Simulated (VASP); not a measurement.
# Si (Pm-3m) in VASP: a series of runs

Si is run at these levels: BLYP; tasks: single point.

All numbers are computed with VASP 6.6.1; they aren't measurements. Logs are shortened: lines on timing, memory, paths and dates and some standing lists are left out, and cuts for length are marked.

## (1) The cell of the first run

Symmetry: Pm-3m, No. 221, cubic system. The conventional cell has a = 2.590 Å, b = 2.590 Å, c = 2.590 Å, α = 90.00°, β = 90.00°, γ = 90.00°. Si (site symmetry m-3m) has 6 Si at 2.59 Å within 3.4 Å.

## (2) Single point, BLYP

The input, INCAR:

```
AGGAC = 1.0 ; AGGAX = 1.0
ALDAC = 0.0 ; ALDAX = 1.0
ALGO = Normal ; EDIFF = 1E-6
ENCUT = 520 ; GGA = B5
ISIF = 2 ; ISMEAR = -1
LASPH = True ; LCHARG = False
LREAL = False ; LWAVE = False
NBANDS = 8 ; NELM = 100
PREC = Accurate ; SIGMA = 0.1
```

The input, KPOINTS:

```
k-points
0
Gamma
  12 12 12
```

The input, POSCAR:

```
Si
1.0
    2.5895175186      0.0000000000      0.0000000000
    0.0000000000      2.5895175186      0.0000000000
    0.0000000000      0.0000000000      2.5895175186
Si
1
Direct
    0.0000000000      0.0000000000      0.0000000000
```

Potentials or basis: VASP PAW PBE potentials, release 64 (Si).

On the command line:

```bash
cat potpaw_PBE.64/Si/POTCAR > POTCAR
mpirun -np 1 vasp_std > vasp.out
```

OUTCAR:

```text
EDIFF = 1E-6
   ENCUT = 520
   GGA = B5
   ISIF = 2
   ISMEAR = -1
   LASPH = True
   LREAL = False
   NELM = 100
   PREC = Accurate

 ion  position               nearest neighbor table
   1  0.000  0.000  0.000-

  LATTYP: Found a simple cubic cell.
 ALAT       =     2.5895175186

  Lattice vectors:

 A1 = (   2.5895175186,   0.0000000000,   0.0000000000)
 A2 = (   0.0000000000,   2.5895175186,   0.0000000000)
 A3 = (   0.0000000000,   0.0000000000,   2.5895175186)

Analysis of symmetry for initial positions (statically):
=====================================================================
 Subroutine PRICEL returns:
 Original cell was already a primitive cell.

 Routine SETGRP: Setting up the symmetry group for a
 simple cubic supercell.

 Subroutine GETGRP returns: Found 48 space group operations
 (whereof 48 operations were pure point group operations)
 out of a pool of 48 trial point group operations.

The static configuration has the point symmetry O_h .

Analysis of symmetry for dynamics (positions and initial velocities):
=====================================================================
 Subroutine PRICEL returns:
 Original cell was already a primitive cell.

 Routine SETGRP: Setting up the symmetry group for a
 simple cubic supercell.

 Subroutine GETGRP returns: Found 48 space group operations
 (whereof 48 operations were pure point group operations)
 out of a pool of 48 trial point group operations.

The dynamic configuration has the point symmetry O_h .

 Subroutine INISYM returns: Found 48 space group operations
 (whereof 48 operations are pure point group operations),
 and found     1 'primitive' translations

----------------------------------------------------------------------------------------

                                     Primitive cell

  volume of cell :      17.3643

  direct lattice vectors                    reciprocal lattice vectors
     2.589517519  0.000000000  0.000000000     0.386172325  0.000000000  0.000000000
     0.000000000  2.589517519  0.000000000     0.000000000  0.386172325  0.000000000
     0.000000000  0.000000000  2.589517519     0.000000000  0.000000000  0.386172325

  length of vectors
     2.589517519  2.589517519  2.589517519     0.386172325  0.386172325  0.386172325

  position of ions in fractional coordinates (direct lattice)
[... 71 lines left out ...]
   ISPIN  =      1    spin polarized calculation?
   LNONCOLLINEAR =      F non collinear calculations
   LSORBIT =      F    spin-orbit coupling
   LASPH  =      T    aspherical Exc in radial PAW
   ENCUT  =  520.0 eV  38.22 Ry    6.18 a.u.   4.81  4.81  4.81*2*pi/ulx,y,z
   NELM   =    100;   NELMIN=  2; NELMDL= -5     # of ELM steps
   EDIFF  = 0.1E-05   stopping-criterion for ELM
   LREAL  =      F    real-space projection
   EDIFFG = 0.1E-04   stopping-criterion for IOM
   NSW    =      0    number of steps for IOM
   IBRION =     -1    ionic relax: 0-MD 1-quasi-New 2-CG
   NFREE  =      0    steps in history (QN), initial steepest desc. (CG)
   ISIF   =      2    stress and relaxation
   ISYM   =      2    0-nonsym 1-usesym 2-fastsym
   POTIM  = 0.5000    time-step for ionic-motion
   TEBEG  =    0.0;   TEEND  =   0.0 temperature during run
   PSTRESS=    0.0 pullay stress
   NELECT =       4.0000    total number of electrons
   NUPDOWN=      -1.0000    fix difference up-down
   EMIN   =  10.00;   EMAX   =-10.00  energy-range for DOS
   EFERMI =   0.00;   METHOD = LEGACY
   ISMEAR =    -1;   SIGMA  =   0.10  broadening in eV -4-tet -1-fermi 0-gaus
   EFERMI_NEDOS =   21; number of points for ismear=-14 and -15
   IALGO  =     38    algorithm
   IMIX   =      4    mixing-type and parameters
     AMIX     =   0.40;   BMIX     =  1.00
     AMIX_MAG =   1.60;   BMIX_MAG =  1.00
  volume/ion in A,a.u.               =      17.36       117.18
  Fermi-wavevector in a.u.,A,eV,Ry     =   1.003558  1.896450 13.702828  1.007129
  Thomas-Fermi vector in A             =   2.136118
   LORBIT       =      0    0 simple, 1 ext, 2 COOP (PROOUT), +10 PAW based schemes
   GGA     = B5    functional components
   LHFCALC =     F    Hartree Fock is set to
   AEXX    =    0.0000 exact exchange contribution
   IVDW    =     0    specifies the selected vdW correction
   LEPSILON=     F    determine dielectric tensor
   LRPA    =     F    only Hartree local field effects (RPA)
 non-spin polarized calculation
  energy-cutoff  :      520.00
  volume of cell :       17.36
 maximum number of plane-waves:       480
 NGX is ok and might be reduce to    20
   NGX =  9   NGY =  9   NGZ =  9

 number of electron       3.9999999 magnetization

 Free energy of the ion-electron system (eV)
  ---------------------------------------------------
  ext. energy  EPLUGINS =         0.00000000
  ---------------------------------------------------
  free energy    TOTEN  =        -4.14464422 eV

  energy without entropy =       -4.12700100  energy(sigma->0) =       -4.13582261

 E-fermi :   7.8977     XC(G=0):  -9.6440

 val. band max:        7.8742170611   @ k =   0.2500   0.2500   0.0833
 cond. band min:       7.9020859279   @ k =   0.5000   0.5000   0.4167
 fundamental gap:      0.0278688668
 Fermi energy:         7.8976824326

 k-point     1 :       0.0000    0.0000    0.0000
  band No.  band energies     occupation
      1      -4.6683      2.00000
      2      15.0689      0.00000
      3      15.0689      0.00000
      4      15.0689      0.00000
      5      15.3802      0.00000
      6      15.3802      0.00000
      7      23.1296      0.00000
      8      31.6775      0.00000
[... 243 lines left out ...]
 k-point    24 :       0.4167    0.3333    0.0000
  band No.  band energies     occupation
      1       0.9948      2.00000
      2       4.9700      2.00000
      3       8.1069      0.21980
      4      13.2829      0.00000
      5      19.3382      0.00000
      6      23.3722      0.00000
      7      24.4752      0.00000
      8      26.5070      0.00000

 [... further k-points ...]
[... 5 lines left out ...]
  --------------------------------------------------------------------------------------
  -------------------------------------------------------------------------------------
  Total        0.0335556      0.0335556      0.0335556     -0.0000000     -0.0000000     -0.0000000
  in kB        3.0961334      3.0961334      3.0961334     -0.0000000     -0.0000000     -0.0000000
  external PRESSURE =       3.0961334 kB  Pullay stress =       0.0000000 kB

 VOLUME and BASIS-vectors are now :
 -----------------------------------------------------------------------------
  energy-cutoff  :      520.00
  volume of cell :       17.36
      direct lattice vectors                 reciprocal lattice vectors
     2.589517519  0.000000000  0.000000000     0.386172325  0.000000000  0.000000000
     0.000000000  2.589517519  0.000000000     0.000000000  0.386172325  0.000000000
     0.000000000  0.000000000  2.589517519     0.000000000  0.000000000  0.386172325

 POSITION                                       TOTAL-FORCE (eV/Angst)
 -----------------------------------------------------------------------------------
      0.00000      0.00000      0.00000         0.000000      0.000000      0.000000
 -----------------------------------------------------------------------------------
    total drift:                               -0.000000     -0.000000      0.000000

  FREE ENERGIE OF THE ION-ELECTRON SYSTEM (eV)
  ---------------------------------------------------
  free  energy   TOTEN  =        -4.1446442227 eV

  energy  without entropy=       -4.1270010001  energy(sigma->0) =       -4.13582261
```

OSZICAR:

```text
N       E                     dE             d eps       ncg     rms          rms(c)
DAV:   1    -0.115430423607E+01   -0.11543E+01   -0.17587E+03  1384   0.378E+02
DAV:   2    -0.409366303116E+01   -0.29394E+01   -0.28679E+01  1864   0.317E+01
DAV:   3    -0.412026471764E+01   -0.26602E-01   -0.26565E-01  1584   0.314E+00
DAV:   4    -0.412031166934E+01   -0.46952E-04   -0.46951E-04  2104   0.140E-01
DAV:   5    -0.412031174484E+01   -0.75498E-07   -0.75468E-07  1616   0.288E-03    0.158E+00
DAV:   6    -0.413384689457E+01   -0.13535E-01   -0.42203E-03  1616   0.393E-01    0.982E-01
DAV:   7    -0.414462082121E+01   -0.10774E-01   -0.12702E-02  1464   0.684E-01    0.103E-01
DAV:   8    -0.414463977728E+01   -0.18956E-04   -0.13035E-04  1832   0.781E-02    0.139E-02
DAV:   9    -0.414464411123E+01   -0.43339E-05   -0.54367E-06  1600   0.156E-02    0.375E-03
DAV:  10    -0.414464422266E+01   -0.11143E-06   -0.52913E-07  1304   0.345E-03
   1 F= -.41446442E+01 E0= -.41358226E+01  d E =-.176432E-01
```

stdout:

```text
POSCAR found type information on POSCAR Si
 POSCAR found :  1 types and       1 ions
 scaLAPACK will be used
 -----------------------------------------------------------------------------
|                                                                             |
|                                                                             |
|     You enforced a specific xc type in the INCAR file but a different       |
|     I HOPE YOU KNOW WHAT YOU ARE DOING!                                     |
|                                                                             |
 -----------------------------------------------------------------------------

 LDA part: xc-table for (Slater(with rela. corr.)+VWN5), standard interpolation
 POSCAR, INCAR and KPOINTS ok, starting setup
 FFT: planning ... GRIDC
 FFT: planning ... GRID_SOFT
 FFT: planning ... GRID
 WAVECAR not read
 entering main loop
```

It took 9.3 s on 1 thread of Intel Xeon Platinum 8488C (Sapphire Rapids), shared host; peak memory 0.12 GiB.

Results:

| Item | Value |
| --- | --- |
| Free energy | -4.1446 eV |
| Pressure | 0.3 GPa |
| Band gap on the k mesh | zero (band 2 reaches 15.07 eV, above the bottom of band 3 at 5.24 eV) |

Caveat: the PAW data sets were made with another functional, which shifts forces and pressure a little.

## (3) Single point, BLYP (volume scaled by 0.92)

The input, INCAR:

```
PREC = Accurate ; ENCUT = 520
EDIFF = 1E-6 ; ISMEAR = -1
SIGMA = 0.1 ; LREAL = False
LASPH = True ; NELM = 100
ALGO = Normal ; ISIF = 2
LWAVE = False ; LCHARG = False
GGA = B5 ; ALDAX = 1.0
AGGAX = 1.0 ; AGGAC = 1.0
ALDAC = 0.0 ; NBANDS = 8
```

The input, KPOINTS:

```
Automatic mesh
0
Gamma
  14 14 14
```

The input, POSCAR:

```
Si
1.0
    2.5185358039      0.0000000000      0.0000000000
    0.0000000000      2.5185358039      0.0000000000
    0.0000000000      0.0000000000      2.5185358039
Si
1
Direct
    0.0000000000      0.0000000000      0.0000000000
```

Potentials or basis: VASP PAW PBE potentials, release 64 (Si).

On the command line:

```bash
cat potpaw_PBE.64/Si/POTCAR > POTCAR
mpirun -np 1 vasp_std > vasp.out
```

Wall time 9.4 s (1 thread of Intel Xeon Platinum 8488C (Sapphire Rapids), shared host); peak memory 0.12 GiB.

Results (log left out):

```yaml
Free_energy: -4.1241 eV
Pressure: 8.5 GPa
Band_gap_on_the_k_mesh: zero (band 2 reaches 16.40 eV, above the bottom of band 3 at 6.00 eV)
```

Levels at points of the mesh, in eV from the Fermi level:
| k point | band 1 | band 2 | band 3 | band 4 | band 5 | band 6 |
| --- | --- | --- | --- | --- | --- | --- |
| (0.00, 0.00, 0.00) | -13.27 | 7.47 | 7.47 | 7.70 | 7.70 | 7.70 |
| (0.50, 0.00, 0.00) | -8.72 | -6.48 | 10.02 | 11.02 | 11.02 | 14.78 |
| (0.50, 0.50, 0.00) | -3.62 | -2.92 | -2.92 | 1.81 | 14.24 | 17.35 |
| (0.50, 0.50, 0.50) | 0.43 | 0.43 | 0.43 | 3.43 | 5.35 | 5.35 |

Caveat: the PAW data sets were made with another functional, which shifts forces and pressure a little.

## (4) Single point, BLYP

The input, INCAR:

```
SYSTEM = Si
  PREC = Accurate
  ENCUT = 520
  EDIFF = 1E-7
  ISMEAR = -1
  SIGMA = 0.1
  LREAL = .False.
  LASPH = .True.
  NELM = 80
  ALGO = Normal
  ISIF = 2
  LWAVE = .False.
  LCHARG = .False.
  GGA = B5
  ALDAX = 1.0
  AGGAX = 1.0
  AGGAC = 1.0
  ALDAC = 0.0
  NBANDS = 8
```

The input, KPOINTS:

```
regular mesh
0
Gamma
  14 14 14
  0 0 0
```

The input, POSCAR:

```
Si
1.0
    2.5895175186      0.0000000000      0.0000000000
    0.0000000000      2.5895175186      0.0000000000
    0.0000000000      0.0000000000      2.5895175186
Si
1
Direct
    0.0000000000      0.0000000000      0.0000000000
```

On the command line:

```bash
cat potpaw_PBE.64/Si/POTCAR > POTCAR
mpirun -np 1 vasp_std > vasp.out
```

Wall time 10 s (1 thread of Intel Xeon Platinum 8488C (Sapphire Rapids), shared host); peak memory 0.12 GiB.

Results (log left out):

```yaml
Free_energy: -4.1608 eV
Pressure: 0.5 GPa
Band_gap_on_the_k_mesh: zero (band 2 reaches 15.07 eV, above the bottom of band 3 at 5.25 eV)
```

Levels at points of the mesh, in eV from the Fermi level:
```
           k point  band 1  band 2  band 3  band 4  band 5  band 6  band 7
(0.00, 0.00, 0.00)  -12.56    7.18    7.18    7.18    7.49    7.49   15.24
(0.50, 0.00, 0.00)   -8.40   -5.90    9.87   10.14   10.14   14.38   14.38
(0.50, 0.50, 0.00)   -3.79   -2.65   -2.65    2.20   12.97   16.76   16.76
(0.50, 0.50, 0.50)    0.40    0.40    0.40    2.36    5.52    5.52    5.52
```

Caveat: the PAW data sets were made with another functional, which shifts forces and pressure a little.

## (5) Overview

| cell | k mesh | gap on the mesh (eV) | pressure (GPa) |
| --- | --- | --- | --- |
| a = 2.590 Å, 1 atom | 12 × 12 × 12 | none | 0.3 |
| a = 2.519 Å, 1 atom | 14 × 14 × 14 | none | 8.5 |
| a = 2.590 Å, 1 atom | 14 × 14 × 14 | none | 0.5 |

Alike in all rows: task single point; level BLYP; potentials or basis VASP PAW PBE potentials, release 64 (Si); no spin polarisation; cutoff (eV) 520; smearing fermi-dirac 0.1 eV.

Caveats: the PAW data sets were made with another functional, which shifts forces and pressure a little.

Total energies depend on the potentials used, so only differences within one code and one set of settings carry meaning.
